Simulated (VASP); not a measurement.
A run of VASP 6.6.1 is set up as follows.

INCAR

```
PREC = Accurate
ENCUT = 520
EDIFF = 1E-7
ISMEAR = 0
SIGMA = 0.1
LREAL = False
LASPH = True
NELM = 100
ALGO = Normal
ISIF = 2
LWAVE = False
LCHARG = False
GGA = PE
NBANDS = 30
```

KPOINTS

```
Automatic mesh
0
Gamma
  12 12 4
```

Contents of POSCAR:

```
Hf4C
1.0
    3.2475980563      0.0000000000      0.0000000000
   -1.6237990282      2.8125024180      0.0000000000
    0.0000000000      0.0000000000     10.3636916314
Hf C
4 1
Direct
    0.6666666667      0.3333333333      0.8757598064
    0.3333333333      0.6666666667      0.1242401936
    0.6666666667      0.3333333333      0.3819572959
    0.3333333333      0.6666666667      0.6180427041
    0.0000000000      0.0000000000      0.0000000000
```

Potentials or basis: VASP PAW PBE potentials, release 64 (Hf_pv, C).

Command:

```bash
$ cat potpaw_PBE.64/Hf_pv/POTCAR potpaw_PBE.64/C/POTCAR > POTCAR
$ mpirun -np 1 vasp_std > vasp.out
```

Q: Predict the band gap on the k mesh.

A: Zero (band 22 reaches 6.15 eV, above the bottom of band 23 at 4.44 eV).

Q: Predict the pressure.

A: -0.5 GPa.

Q: Estimate the largest force.

A: 0.058 eV/Å.

Forces on the atoms (eV/Å):
```
Hf   0.000  0.000  0.058
Hf   0.000  0.000 -0.058
Hf   0.000  0.000  0.026
Hf   0.000  0.000 -0.026
C    0.000  0.000  0.000
```

Caveat: spin-orbit coupling is left out, which moves the levels of the heavy elements.
